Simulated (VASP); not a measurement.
# As (P6_3/mmc) in VASP: notebook

Runs on As. Level: PBE. Tasks: relaxation of cell and atoms.

Program: VASP 6.6.1. These are calculated values, not measurements. Logs are shortened: lines on timing, memory, paths and dates and some standing lists are left out, and cuts for length are marked.

### Step 1. The cell of the first run

It takes space group P6_3/mmc (No. 194, hexagonal). Conventional cell: a = 2.695 Å, b = 2.695 Å, c = 4.366 Å, α = 90.00°, β = 90.00°, γ = 120.00°. As (site symmetry -6m2) has 12 As at 2.68 to 2.70 Å within 3.5 Å.

### Step 2. Relaxation of cell and atoms, PBE, target pressure 56 GPa, at which the enthalpy is minimised

Input file INCAR:

```
ALGO     = Normal         # electronic algorithm
EDIFF    = 1E-6           # SCF threshold, eV
EDIFFG   = -0.005         # ionic threshold
ENCUT    = 600            # plane-wave cutoff, eV
GGA      = PE             # functional
IBRION   = 2              # ionic algorithm
ISIF     = 3              # what is computed and relaxed
ISMEAR   = -1             # smearing method
LASPH    = True           # aspherical terms in the spheres
LCHARG   = False          # write CHGCAR
LREAL    = False          # projectors in reciprocal space
LWAVE    = False          # write WAVECAR
NELM     = 60             # most SCF steps
NSW      = 60             # ionic steps
PREC     = Accurate       # precision mode
PSTRESS  = 560.0        
SIGMA    = 0.08           # smearing width, eV
```

Input file KPOINTS:

```
k-points
0
Gamma
  16 16 9
```

Input file POSCAR:

```
As
1.0
    2.6951057563      0.0000000000      0.0000000000
   -1.3475528782      2.3340300508      0.0000000000
    0.0000000000      0.0000000000      4.3660713252
As
2
Direct
    0.3333333333      0.6666666667      0.2500000000
    0.6666666667      0.3333333333      0.7500000000
```

Potentials or basis: VASP PAW PBE potentials, release 64 (As).

Launch:

```
cat potpaw_PBE.64/As/POTCAR > POTCAR
mpirun -np 1 vasp_std > vasp.out
```

OUTCAR:

```text
EDIFF = 1E-6
   EDIFFG = -0.005
   ENCUT = 600
   GGA = PE
   IBRION = 2
   ISIF = 3
   ISMEAR = -1
   LASPH = True
   LREAL = False
   NELM = 60
   NSW = 60
   PREC = Accurate
   PSTRESS = 560.0

 ion  position               nearest neighbor table
   1  0.333  0.667  0.250-   2 2.68   2 2.68   2 2.68   2 2.68   2 2.68   2 2.68
   2  0.667  0.333  0.750-   1 2.68   1 2.68   1 2.68   1 2.68   1 2.68   1 2.68

  LATTYP: Found a hexagonal cell.
 ALAT       =     2.6951057563
 C/A-ratio  =     1.6200000000

  Lattice vectors:

 A1 = (   2.6951057563,   0.0000000000,   0.0000000000)
 A2 = (  -1.3475528782,   2.3340300508,   0.0000000000)
 A3 = (   0.0000000000,   0.0000000000,   4.3660713252)

Analysis of symmetry for initial positions (statically):
=====================================================================
 Subroutine PRICEL returns:
 Original cell was already a primitive cell.

 Routine SETGRP: Setting up the symmetry group for a
 hexagonal supercell.

 Subroutine GETGRP returns: Found 24 space group operations
 (whereof 12 operations were pure point group operations)
 out of a pool of 24 trial point group operations.

The static configuration has the point symmetry D_3d.
 The point group associated with its full space group is D_6h.

Analysis of symmetry for dynamics (positions and initial velocities):
=====================================================================
 Subroutine PRICEL returns:
 Original cell was already a primitive cell.

 Routine SETGRP: Setting up the symmetry group for a
 hexagonal supercell.

 Subroutine GETGRP returns: Found 24 space group operations
 (whereof 12 operations were pure point group operations)
 out of a pool of 24 trial point group operations.

The dynamic configuration has the point symmetry D_3d.
 The point group associated with its full space group is D_6h.

 Subroutine INISYM returns: Found 24 space group operations
 (whereof 12 operations are pure point group operations),
 and found     1 'primitive' translations

----------------------------------------------------------------------------------------

                                     Primitive cell

  volume of cell :      27.4646

  direct lattice vectors                    reciprocal lattice vectors
     2.695105756  0.000000000  0.000000000     0.371042954  0.214221749  0.000000000
    -1.347552878  2.334030051  0.000000000     0.000000000  0.428443498  0.000000000
[... 100 lines left out ...]
   ISMEAR =    -1;   SIGMA  =   0.08  broadening in eV -4-tet -1-fermi 0-gaus
   EFERMI_NEDOS =   21; number of points for ismear=-14 and -15
   IALGO  =     38    algorithm
   IMIX   =      4    mixing-type and parameters
     AMIX     =   0.40;   BMIX     =  1.00
     AMIX_MAG =   1.60;   BMIX_MAG =  1.00
  volume/ion in A,a.u.               =      13.73        92.67
  Fermi-wavevector in a.u.,A,eV,Ry     =   1.169007  2.209103 18.593416  1.366578
  Thomas-Fermi vector in A             =   2.305486
   LORBIT       =      0    0 simple, 1 ext, 2 COOP (PROOUT), +10 PAW based schemes
   GGA     = PE    functional components
   LHFCALC =     F    Hartree Fock is set to
   AEXX    =    0.0000 exact exchange contribution
   IVDW    =     0    specifies the selected vdW correction
   LEPSILON=     F    determine dielectric tensor
   LRPA    =     F    only Hartree local field effects (RPA)
 conjugate gradient relaxation of ions
 non-spin polarized calculation
  energy-cutoff  :      600.00
  volume of cell :       27.46
 maximum number of plane-waves:       942
 NGX is ok and might be reduce to    24

--------------------------------------- Ionic step        1  -------------------------------------------

 number of electron      10.0000001 magnetization

 Free energy of the ion-electron system (eV)
  ---------------------------------------------------
  ext. energy  EPLUGINS =         0.00000000
  ---------------------------------------------------
  free energy    TOTEN  =        -6.89236517 eV

  energy without entropy =       -6.87051774  energy(sigma->0) =       -6.88144146

------------------------ aborting loop because EDIFF is reached ----------------------------------------

  FORCE on cell =-STRESS in cart. coord.  units (eV):
  Direction    XX          YY          ZZ          XY          YZ          ZX
  --------------------------------------------------------------------------------------
  -------------------------------------------------------------------------------------
  Total        9.9617665      9.9617665      9.1365620     -0.0000000      0.0000000     -0.0000000
  in kB      581.1307535    581.1307535    532.9915318     -0.0000000      0.0000000     -0.0000000
  external PRESSURE =       5.0843462 kB  Pullay stress =     560.0000000 kB
[... 253 lines left out ...]
--------------------------------------- Ionic step        8  -------------------------------------------

 number of electron      10.0000001 magnetization

 Free energy of the ion-electron system (eV)
  ---------------------------------------------------
  ext. energy  EPLUGINS =         0.00000000
  ---------------------------------------------------
  free energy    TOTEN  =        -6.92211236 eV

  energy without entropy =       -6.90421776  energy(sigma->0) =       -6.91316506

 E-fermi :  10.8438     XC(G=0): -12.2625

 val. band max:       10.8175858491   @ k =   0.4375   0.0625   0.2222
 cond. band min:      10.8510748157   @ k =   0.2500   0.0000   0.3333
 fundamental gap:      0.0334889666
 Fermi energy:        10.8438244285

 k-point     1 :       0.0000    0.0000    0.0000
  band No.  band energies     occupation
      1      -7.8201      2.00000
      2      -0.4403      2.00000
      3       1.4505      2.00000
      4      16.0552      0.00000
      5      16.0552      0.00000
      6      18.6365      0.00000
      7      18.6365      0.00000
      8      20.6531      0.00000
      9      21.7517      0.00000
[... 265 lines left out ...]
 k-point    24 :       0.2500    0.1875    0.0000
  band No.  band energies     occupation
      1      -3.9818      2.00000
      2       2.5767      2.00000
      3       5.2003      2.00000
      4       5.2724      2.00000
      5       6.8817      2.00000
      6      11.7699      0.00002
      7      13.0980      0.00000
      8      13.5021      0.00000
      9      17.5348      0.00000

 [... further k-points ...]

------------------------ aborting loop because EDIFF is reached ----------------------------------------

  FORCE on cell =-STRESS in cart. coord.  units (eV):
  Direction    XX          YY          ZZ          XY          YZ          ZX
  --------------------------------------------------------------------------------------
  -------------------------------------------------------------------------------------
  Total        9.6215121      9.6215121      9.6240940     -0.0000000      0.0000000      0.0000000
  in kB      560.1267231    560.1267231    560.2770260     -0.0000000      0.0000000      0.0000000
  external PRESSURE =       0.1768241 kB  Pullay stress =     560.0000000 kB
[... 21 lines left out ...]
  energy  without entropy=       -6.9042177577  energy(sigma->0) =       -6.91316506

  enthalpy is  TOTEN    =         2.6972230131 eV   P V=        9.6193353683

 reached required accuracy - stopping structural energy minimisation
```

It took 87 s on 1 thread of Intel Xeon Platinum 8259CL at 2.50GHz (Skylake/Cascade Lake), shared host; peak memory 0.19 GiB.

Results:

| Property | Result |
| --- | --- |
| Free energy | -6.9221 eV |
| Relaxed volume | 13.76 Å³/atom |
| Relaxed cell | a = 2.725 Å, b = 2.725 Å, c = 4.280 Å, α = 90.00°, β = 90.00°, γ = 120.00° |
| Space group after relaxing (to 0.05 Å) | P6_3/mmc (No. 194) |
| Energy change on relaxing (the enthalpy is what falls) | -14.9 meV/atom |
| Ionic steps | 8 |
| Pressure after relaxing | 56.0 GPa |
| Band gap on the k mesh | zero (band 5 reaches 17.24 eV, above the bottom of band 6 at 5.94 eV) |

The path:
```
step  energy change (eV)  largest force (eV/Å)  pressure (GPa)  volume (Å³)
   1              0.0000                0.0000           56.51        27.46
   2             -0.0674                0.0000           54.78        27.63
   3             -0.0927                0.0000           54.12        27.70
   4              0.0864                0.0000           59.54        27.21
   5             -0.0444                0.0000           55.60        27.56
   6             -0.0435                0.0000           55.62        27.56
   7             -0.0228                0.0000           56.21        27.50
   8             -0.0297                0.0000           56.02        27.52
```

Final structure:
```
As
1.0
     2.72474    0.00000    0.00000
    -1.36237    2.35969    0.00000
     0.00000    0.00000    4.28044
As
2
Direct
  0.33333 0.66667 0.25000
  0.66667 0.33333 0.75000
```

Caveat: the cell is relaxed towards a set pressure, so the enthalpy falls and the energy may rise.

### Step 3. Relaxation of cell and atoms, PBE, target pressure 56 GPa, at which the enthalpy is minimised

This run uses another cell than the first one, of the same volume but with other edges.

Input file INCAR:

```
SYSTEM = As
PREC     = Accurate       ! precision mode
ENCUT    = 600            ! plane-wave cutoff, eV
EDIFF    = 1E-6           ! SCF threshold, eV
ISMEAR   = -1             ! smearing method
SIGMA    = 0.08           ! smearing width, eV
LREAL    = .FALSE.        ! projectors in reciprocal space
LASPH    = .TRUE.         ! aspherical terms in the spheres
NELM     = 80             ! most SCF steps
ALGO     = Normal         ! electronic algorithm
ISIF     = 3              ! what is computed and relaxed
LWAVE    = .FALSE.        ! write WAVECAR
LCHARG   = .FALSE.        ! write CHGCAR
GGA      = PE             ! functional
IBRION   = 2              ! ionic algorithm
NSW      = 32             ! ionic steps
EDIFFG   = -0.005         ! ionic threshold
PSTRESS  = 560.0
```

Input file KPOINTS:

```
Automatic mesh
0
G
  16 16 9
  0 0 0
```

Input file POSCAR:

```
As
1.0
    2.7217800368      0.0000000000      0.0000000000
   -1.3608900184      2.3571306554      0.0000000000
    0.0000000000      0.0000000000      4.2742066247
As
2
Direct
    0.3333333333      0.6666666667      0.2500000000
    0.6666666667      0.3333333333      0.7500000000
```

Potentials or basis: VASP PAW PBE potentials, release 64 (As).

Launch:

```
cat potpaw_PBE.64/As/POTCAR > POTCAR
mpirun -np 1 vasp_std > vasp.out
```

Run time: 38 s. Hardware: 1 thread of Intel Xeon Platinum 8259CL at 2.50GHz (Skylake/Cascade Lake), shared host; peak memory 0.19 GiB.

The run converged. Its results:

```
Free energy                                            : -6.9224 eV
Relaxed volume                                         : 13.76 Å³/atom
Relaxed cell                                           : a = 2.725 Å, b = 2.725 Å, c = 4.280 Å, α = 90.00°, β = 90.00°, γ = 120.00°
Space group after relaxing (to 0.05 Å)                 : P6_3/mmc (No. 194)
Energy change on relaxing (the enthalpy is what falls) : -17.7 meV/atom
Ionic steps                                            : 3
Pressure after relaxing                                : 56.0 GPa
Band gap on the k mesh                                 : zero (band 5 reaches 17.24 eV, above the bottom of band 6 at 5.94 eV)
```

The path:
```csv
step,energy change (eV),largest force (eV/Å),pressure (GPa),volume (Å³)
1,0.0000,0.0000,57.07,27.42
2,-0.1255,0.0000,53.32,27.79
3,-0.0354,0.0000,56.01,27.52
```

Final structure:
```
CELL_PARAMETERS angstrom
2.72494 0.00000 0.00000
-1.36247 2.35987 0.00000
0.00000 0.00000 4.27993
ATOMIC_POSITIONS crystal
As 0.33333 0.66667 0.25000
As 0.66667 0.33333 0.75000
```

Levels at points of the mesh, in eV from the Fermi level:
```tsv
k point	band 3	band 4	band 5	band 6	band 7	band 8
(0.00, 0.00, 0.00)	-9.39	5.21	5.21	7.79	7.79	9.81
(0.50, 0.00, 0.00)	-5.02	-4.05	-3.89	-1.07	0.18	4.87
```

Caveat: the cell is relaxed towards a set pressure, so the enthalpy falls and the energy may rise.
